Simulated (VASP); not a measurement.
# ZnO (P6_3mc) in VASP: further runs

ZnO is run at these levels: PBEsol; tasks: single point.

Program: VASP 6.6.1. These are calculated values, not measurements. Logs are shortened: lines on timing, memory, paths and dates and some standing lists are left out, and cuts for length are marked.

### Step 1. The cell of the first run

It takes space group P6_3mc (No. 186, hexagonal). The conventional cell has a = 3.203 Å, b = 3.203 Å, c = 5.308 Å, α = 90.00°, β = 90.00°, γ = 120.00°. Within 2.5 Å of Zn (site symmetry 3m) lie 4 O at 1.89 to 2.25 Å. O (site symmetry 3m) has 4 Zn at 1.89 to 2.25 Å within 2.5 Å.

### Step 2. Single point, PBEsol (c/a of the conventional cell at fixed volume 1.6572)

INCAR

```
  PREC = Accurate
  ENCUT = 520
  EDIFF = 1E-6
  ISMEAR = 0
  SIGMA = 0.05
  LREAL = F
  LASPH = T
  NELM = 60
  ALGO = Normal
  ISIF = 2
  LWAVE = F
  LCHARG = F
  GGA = PS
  NBANDS = 26
```

KPOINTS

```
regular mesh
0
Gamma
  9 9 6
```

POSCAR

```
ZnO
1.0
    3.2027414341      0.0000000000      0.0000000000
   -1.6013707170      2.7736554437      0.0000000000
    0.0000000000      0.0000000000      5.3075831045
Zn O
2 2
Direct
    0.3333333333      0.6666666667      0.0015754469
    0.6666666667      0.3333333333      0.5015754469
    0.3333333333      0.6666666667      0.4257754335
    0.6666666667      0.3333333333      0.9257754335
```

Potentials or basis: VASP PAW PBE potentials, release 64 (Zn, O).

Command:

```bash
cat potpaw_PBE.64/Zn/POTCAR potpaw_PBE.64/O/POTCAR > POTCAR
mpirun -np 1 vasp_std > vasp.out
```

OUTCAR:

```text
PREC = Accurate
   ENCUT = 520
   EDIFF = 1E-6
   ISMEAR = 0
   LREAL = F
   LASPH = T
   NELM = 60
   ISIF = 2
   GGA = PS

 ion  position               nearest neighbor table
   1  0.333  0.667  0.002-   4 1.89   4 1.89   4 1.89   3 2.25
   2  0.667  0.333  0.502-   3 1.89   3 1.89   3 1.89   4 2.25
   3  0.333  0.667  0.426-   2 1.89   2 1.89   2 1.89   1 2.25
   4  0.667  0.333  0.926-   1 1.89   1 1.89   1 1.89   2 2.25

  LATTYP: Found a hexagonal cell.
 ALAT       =     3.2027414341
 C/A-ratio  =     1.6572000000

  Lattice vectors:

 A1 = (   3.2027414341,   0.0000000000,   0.0000000000)
 A2 = (  -1.6013707170,   2.7736554437,   0.0000000000)
 A3 = (   0.0000000000,   0.0000000000,   5.3075831045)

Analysis of symmetry for initial positions (statically):
=====================================================================
 Subroutine PRICEL returns:
 Original cell was already a primitive cell.

 Routine SETGRP: Setting up the symmetry group for a
 hexagonal supercell.

 Subroutine GETGRP returns: Found 12 space group operations
 (whereof  6 operations were pure point group operations)
 out of a pool of 24 trial point group operations.

The static configuration has the point symmetry C_3v.
 The point group associated with its full space group is C_6v.

Analysis of symmetry for dynamics (positions and initial velocities):
=====================================================================
 Subroutine PRICEL returns:
 Original cell was already a primitive cell.

 Routine SETGRP: Setting up the symmetry group for a
 hexagonal supercell.

 Subroutine GETGRP returns: Found 12 space group operations
 (whereof  6 operations were pure point group operations)
 out of a pool of 24 trial point group operations.

The dynamic configuration has the point symmetry C_3v.
 The point group associated with its full space group is C_6v.

 Subroutine INISYM returns: Found 12 space group operations
 (whereof  6 operations are pure point group operations),
 and found     1 'primitive' translations

----------------------------------------------------------------------------------------

                                     Primitive cell

  volume of cell :      47.1489

  direct lattice vectors                    reciprocal lattice vectors
     3.202741434  0.000000000  0.000000000     0.312232511  0.180267524  0.000000000
    -1.601370717  2.773655444  0.000000000     0.000000000  0.360535049  0.000000000
     0.000000000  0.000000000  5.307583104     0.000000000  0.000000000  0.188409674

  length of vectors
     3.202741434  3.202741434  5.307583104     0.360535049  0.360535049  0.188409674

  position of ions in fractional coordinates (direct lattice)
     0.333333333  0.666666667  0.001575447
     0.666666667  0.333333333  0.501575447
     0.333333333  0.666666667  0.425775434
     0.666666667  0.333333333  0.925775434

  ion indices of the primitive-cell ions
   primitive index   ion index
                 1           1
                 2           2
                 3           3
                 4           4

----------------------------------------------------------------------------------------

 KPOINTS: regular mesh

Automatic generation of k-mesh.
 Grid dimensions read from file:
 generate k-points for:    9    9    6

 Generating k-lattice:

  Cartesian coordinates                     Fractional coordinates (reciprocal lattice)
     0.034692501  0.020029725  0.000000000     0.111111111  0.000000000  0.000000000
     0.000000000  0.040059450  0.000000000     0.000000000  0.111111111  0.000000000
     0.000000000  0.000000000  0.031401612     0.000000000  0.000000000  0.166666667

  Length of vectors
     0.040059450  0.040059450  0.031401612

  Shift w.r.t. Gamma in fractional coordinates (k-lattice)
     0.000000000  0.000000000  0.000000000

 Subroutine IBZKPT returns following result:
 ===========================================

 Found     48 irreducible k-points:

 Following reciprocal coordinates:
            Coordinates               Weight
  0.000000  0.000000  0.000000      1.000000
  0.111111  0.000000  0.000000      6.000000
  0.222222 -0.000000  0.000000      6.000000
  0.333333  0.000000  0.000000      6.000000
  0.444444 -0.000000  0.000000      6.000000
  0.111111  0.111111  0.000000      6.000000
[... 16 lines left out ...]
  0.333333  0.222222  0.166667     24.000000
  0.333333  0.333333  0.166667      4.000000
 [... further k-points ...]
   k-points           NKPTS =     48   k-points in BZ     NKDIM =     48   number of bands    NBANDS=     26
   number of dos      NEDOS =    301   number of ions     NIONS =      4
   total plane-waves  NPLWV =  23040
   dimension x,y,z NGX =    24 NGY =   24 NGZ =   40
   dimension x,y,z NGXF=    48 NGYF=   48 NGZF=   80
   ions per type =               2   2
   NGX,Y,Z   is equivalent  to a cutoff of  12.46, 12.46, 12.53 a.u.
   NGXF,Y,Z  is equivalent  to a cutoff of  24.92, 24.92, 25.06 a.u.
 SYSTEM =  unknown system
   PREC   = accura    normal or accurate (medium, high low for compatibility)
   ISTART =      0    job   : 0-new  1-cont  2-samecut
   ICHARG =      2    charge: 1-file 2-atom 10-const
   ISPIN  =      1    spin polarized calculation?
   LNONCOLLINEAR =      F non collinear calculations
   LSORBIT =      F    spin-orbit coupling
   LASPH  =      T    aspherical Exc in radial PAW
   ENCUT  =  520.0 eV  38.22 Ry    6.18 a.u.   5.95  5.95  9.87*2*pi/ulx,y,z
   NELM   =     60;   NELMIN=  2; NELMDL= -5     # of ELM steps
   EDIFF  = 0.1E-05   stopping-criterion for ELM
   LREAL  =      F    real-space projection
   EDIFFG = 0.1E-04   stopping-criterion for IOM
   NSW    =      0    number of steps for IOM
   IBRION =     -1    ionic relax: 0-MD 1-quasi-New 2-CG
   NFREE  =      0    steps in history (QN), initial steepest desc. (CG)
   ISIF   =      2    stress and relaxation
   ISYM   =      2    0-nonsym 1-usesym 2-fastsym
   POTIM  = 0.5000    time-step for ionic-motion
   TEBEG  =    0.0;   TEEND  =   0.0 temperature during run
   PSTRESS=    0.0 pullay stress
   NELECT =      36.0000    total number of electrons
   NUPDOWN=      -1.0000    fix difference up-down
   EMIN   =  10.00;   EMAX   =-10.00  energy-range for DOS
   EFERMI =   0.00;   METHOD = LEGACY
   ISMEAR =     0;   SIGMA  =   0.05  broadening in eV -4-tet -1-fermi 0-gaus
   EFERMI_NEDOS =   21; number of points for ismear=-14 and -15
   IALGO  =     38    algorithm
   IMIX   =      4    mixing-type and parameters
     AMIX     =   0.40;   BMIX     =  1.00
     AMIX_MAG =   1.60;   BMIX_MAG =  1.00
  volume/ion in A,a.u.               =      11.79        79.54
  Fermi-wavevector in a.u.,A,eV,Ry     =   1.496300  2.827597 30.462260  2.238913
  Thomas-Fermi vector in A             =   2.608334
   LORBIT       =      0    0 simple, 1 ext, 2 COOP (PROOUT), +10 PAW based schemes
   GGA     = PS    functional components
   LHFCALC =     F    Hartree Fock is set to
   AEXX    =    0.0000 exact exchange contribution
   IVDW    =     0    specifies the selected vdW correction
   LEPSILON=     F    determine dielectric tensor
   LRPA    =     F    only Hartree local field effects (RPA)
 non-spin polarized calculation
 Gauss-broadening in eV      SIGMA  =   0.05
  energy-cutoff  :      520.00
  volume of cell :       47.15
 maximum number of plane-waves:      1290
 NGX is ok and might be reduce to    24
   NGX = 11   NGY = 11   NGZ = 19

 number of electron      36.0000002 magnetization

 Free energy of the ion-electron system (eV)
  ---------------------------------------------------
  ext. energy  EPLUGINS =         0.00000000
  ---------------------------------------------------
  free energy    TOTEN  =       -19.11012151 eV

  energy without entropy =      -19.11012151  energy(sigma->0) =      -19.11012151

 E-fermi :   1.4925     XC(G=0): -11.2197

 val. band max:        1.2915229800   @ k =   0.0000   0.0000   0.0000
 cond. band min:       2.0276435108   @ k =   0.0000   0.0000   0.0000
 fundamental gap:      0.7361205308
 Fermi energy:         1.4924987576

 k-point     1 :       0.0000    0.0000    0.0000
  band No.  band energies     occupation
      1     -17.0814      2.00000
      2     -16.4203      2.00000
      3      -4.9587      2.00000
      4      -4.9587      2.00000
      5      -4.9213      2.00000
      6      -4.9213      2.00000
[... 18 lines left out ...]
     25      15.3153      0.00000
     26      15.3153      0.00000

 k-point     2 :       0.1111    0.0000    0.0000
  band No.  band energies     occupation
      1     -17.0059      2.00000
      2     -16.3782      2.00000
      3      -5.0290      2.00000
      4      -4.9369      2.00000
      5      -4.8904      2.00000
      6      -4.8448      2.00000
[... 18 lines left out ...]
     25      14.8760      0.00000
     26      15.6340      0.00000

 k-point     3 :       0.2222   -0.0000    0.0000
  band No.  band energies     occupation
      1     -16.8057      2.00000
      2     -16.2753      2.00000
      3      -5.1651      2.00000
      4      -4.9469      2.00000
      5      -4.7008      2.00000
      6      -4.6424      2.00000
[... 18 lines left out ...]
     25      14.8183      0.00000
     26      16.0794      0.00000

 k-point     4 :       0.3333    0.0000    0.0000
  band No.  band energies     occupation
      1     -16.5536      2.00000
      2     -16.1713      2.00000
      3      -5.2212      2.00000
      4      -4.9311      2.00000
      5      -4.4699      2.00000
      6      -4.3769      2.00000
[... 18 lines left out ...]
     25      15.3090      0.00000
     26      15.8712      0.00000
[... 496 lines left out ...]
      1     -16.4126      2.00000
      2     -16.1539      2.00000
      3      -5.0223      2.00000
      4      -4.8130      2.00000
      5      -4.5014      2.00000
      6      -4.3866      2.00000
[... 18 lines left out ...]
     25      12.9397      0.00000
     26      16.3117      0.00000

 k-point    23 :       0.3333    0.2222    0.1667
  band No.  band energies     occupation
      1     -16.2552      2.00000
      2     -16.1281      2.00000
      3      -4.7681      2.00000
      4      -4.6684      2.00000
      5      -4.3823      2.00000
      6      -4.2442      2.00000
[... 18 lines left out ...]
     25      13.5642      0.00000
     26      15.4819      0.00000

 k-point    24 :       0.3333    0.3333    0.1667
  band No.  band energies     occupation
      1     -16.1606      2.00000
      2     -16.1606      2.00000
      3      -4.4625      2.00000
      4      -4.4448      2.00000
      5      -4.4448      2.00000
      6      -4.2116      2.00000
[... 18 lines left out ...]
     25      14.2152      0.00000
     26      15.7909      0.00000

 [... further k-points ...]
[... 5 lines left out ...]
  --------------------------------------------------------------------------------------
  -------------------------------------------------------------------------------------
  Total        3.3857628      3.3857628     -1.8221075      0.0000000     -0.0000000      0.0000000
  in kB      115.0524628    115.0524628    -61.9174959      0.0000000     -0.0000000      0.0000000
  external PRESSURE =      56.0624766 kB  Pullay stress =       0.0000000 kB

 VOLUME and BASIS-vectors are now :
 -----------------------------------------------------------------------------
  energy-cutoff  :      520.00
  volume of cell :       47.15
      direct lattice vectors                 reciprocal lattice vectors
     3.202741434  0.000000000  0.000000000     0.312232511  0.180267524  0.000000000
    -1.601370717  2.773655444  0.000000000     0.000000000  0.360535049  0.000000000
     0.000000000  0.000000000  5.307583104     0.000000000  0.000000000  0.188409674

 POSITION                                       TOTAL-FORCE (eV/Angst)
 -----------------------------------------------------------------------------------
     -0.00000      1.84910      0.00836         0.000000     -0.000000      0.742780
      1.60137      0.92455      2.66215        -0.000000      0.000000      0.742780
     -0.00000      1.84910      2.25984         0.000000     -0.000000     -0.742780
      1.60137      0.92455      4.91363        -0.000000      0.000000     -0.742780
 -----------------------------------------------------------------------------------
    total drift:                               -0.000001     -0.000001     -0.000040

  FREE ENERGIE OF THE ION-ELECTRON SYSTEM (eV)
  ---------------------------------------------------
  free  energy   TOTEN  =       -19.1101215138 eV

  energy  without entropy=      -19.1101215138  energy(sigma->0) =      -19.11012151
```

It took 24 s on 1 thread of Intel Xeon Platinum 8488C (Sapphire Rapids), shared host; peak memory 0.18 GiB.

Results:

- Free energy: -19.1101 eV
- Pressure: 5.6 GPa
- Largest force: 0.743 eV/Å
- Band gap on the k mesh: 0.74 eV, direct

Forces on the atoms (eV/Å):
```
Zn   0.000  0.000  0.743
Zn   0.000  0.000  0.743
O    0.000  0.000 -0.743
O    0.000  0.000 -0.743
```

Caveat: the PAW data sets were made with another functional, which shifts forces and pressure a little.

### Step 3. Single point, PBEsol (c/a of the conventional cell at fixed volume 1.6572)

INCAR

```
SYSTEM = ZnO
  ALGO = Normal
  EDIFF = 1E-7
  ENCUT = 520
  GGA = PS
  ISIF = 2
  ISMEAR = 0
  LASPH = .True.
  LCHARG = .False.
  LREAL = .False.
  LWAVE = .False.
  NBANDS = 26
  NELM = 80
  PREC = Accurate
  SIGMA = 0.05
```

KPOINTS

```
k-points
0
Gamma
  9 9 6
  0 0 0
```

POSCAR, as its differences from that of step 2:

```diff
@@ -10,3 +10,3 @@
     0.6666666667      0.3333333333      0.5015754469
-    0.3333333333      0.6666666667      0.4257754335
-    0.6666666667      0.3333333333      0.9257754335
+    0.3333333333      0.6666666667      0.3654345349
+    0.6666666667      0.3333333333      0.8654345349
```

Potentials or basis: VASP PAW PBE potentials, release 64 (Zn, O).

Command:

```bash
cat potpaw_PBE.64/Zn/POTCAR potpaw_PBE.64/O/POTCAR > POTCAR
mpirun -np 1 vasp_std > vasp.out
```

Run time: 35 s. Hardware: 1 thread of Intel Xeon Platinum 8488C (Sapphire Rapids), shared host; peak memory 0.18 GiB.

It converged, with:

```
Free energy            : -19.3885 eV
Pressure               : 0.8 GPa
Largest force          : 0.354 eV/Å
Band gap on the k mesh : 0.67 eV, direct
```

Forces on the atoms (eV/Å):
```
Zn   0.000  0.000 -0.354
Zn   0.000  0.000 -0.354
O    0.000  0.000  0.354
O    0.000  0.000  0.354
```

Stress tensor (GPa, compression positive):
```
0.26 0.00 0.00
0.00 0.26 0.00
0.00 0.00 1.92
```

Levels at points of the mesh, in eV from the valence-band top:
```tsv
k point	band 15	band 16	band 17	band 18	band 19	band 20	band 21	band 22
(0.00, 0.00, 0.00)	-0.88	-0.08	0.00	0.00	0.67	5.32	7.93	13.10
(0.00, 0.00, 0.50)	-0.44	-0.44	-0.44	-0.44	3.35	3.35	9.91	9.91
```

Caveat: the PAW data sets were made with another functional, which shifts forces and pressure a little.

(Continued in part 2 of 2.)
